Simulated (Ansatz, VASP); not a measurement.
# Two plane-wave programs on Fe

File INCAR:

```
PREC = Accurate
ENCUT = 520
EDIFF = 1E-7
ISMEAR = -1
SIGMA = 0.1
LREAL = False
LASPH = True
NELM = 100
ALGO = Normal
ISIF = 2
LWAVE = False
LCHARG = True
GGA = PE
LELF = True
LVHAR = True
NBANDS = 10
```

KPOINTS

```
Automatic mesh
0
Gamma
  26 26 26
```

File POSCAR:

```
Fe
1.0
   -1.3807996972      1.3807996972      1.3807996972
    1.3807996972     -1.3807996972      1.3807996972
    1.3807996972      1.3807996972     -1.3807996972
Fe
1
Direct
    0.0000000000      0.0000000000      0.0000000000
```

Input for Ansatz:

```yaml
crystal:
  lattice:
    - [-1.3807996972, 1.3807996972, 1.3807996972]
    - [1.3807996972, -1.3807996972, 1.3807996972]
    - [1.3807996972, 1.3807996972, -1.3807996972]
  atoms:
    - { symbol: Fe, position: [0.0, 0.0, 0.0] }
hamiltonian:
  xc: pbe
  pseudopotentials:
    kind: paw
    azcp:
      Fe: "pseudopotentials/Fe.paw.azcp"
basis:
  ecutwfc: 420
  fft_grid_basis: typed
kpoints:
  mp_grid: { grid: [26, 26, 26], shift: [0, 0, 0] }
magnetization:
  spin_polarized: false
scf:
  occupations: { method: fermi_dirac, width: 0.1 }
  lower_state_search: "off"
output:
  stress: true
```

Alike in both runs: task single point; functional PBE; k mesh 26 × 26 × 26; occupations fermi-dirac, width 0.1 eV; no spin polarisation.

```csv
,VASP,Ansatz
version,VASP 6.6.1,Ansatz 0.2.0
potentials or method,"VASP PAW PBE potentials, release 64 (Fe), cutoff 520 eV","plane waves (420 eV) with PAW, scalar-relativistic"
valence electrons in the cell,8,16
```

|  | VASP | Ansatz | Ansatz less VASP |
| --- | --- | --- | --- |
| pressure (GPa) | -0.4 | 0.1 | +0.54 |

The functional is the same, so the differences come from potentials, cutoffs and numerics. VASP's potentials hold 8 valence electrons a cell and Ansatz's 16, so a difference there can come from the potentials and not from the codes.
